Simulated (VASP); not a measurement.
The system is CdS.

```
Cd S
1.0
     0.00000    2.92540    2.95897
     2.92540    0.00000    2.95897
     2.92540    2.92540    0.00000
Cd S
1 1
Direct
  0.00000 0.00000 0.00000
  0.25000 0.25000 0.25000
```

This cell differs from its parent crystal: epitaxial xy strain -0.5%.

Program: VASP 6.6.1. Alike in all runs: task single point; potentials or basis VASP PAW PBE potentials, release 64 (Cd, S); no spin polarisation; cell as given; cutoff (eV) 520. Hardware: 1 thread of Intel(R) Xeon(R) Platinum 8259CL CPU @ 2.50GHz (Skylake/Cascade Lake) (shared host).

Problem. Order these runs on this cell by their wall time, lowest first.
A. level PBE; k mesh 8 × 8 × 8; smearing fermi-dirac 0.02 eV
B. level r2SCAN; k mesh 8 × 8 × 8; smearing gaussian 0.01 eV
C. level HSE06; k mesh 6 × 6 × 6; smearing gaussian 0.01 eV; grid for exact exchange (PRECFOCK) Normal; screening parameter 0.2079 1/Å

Solution. A (38 s), B (140 s), C (4100 s).
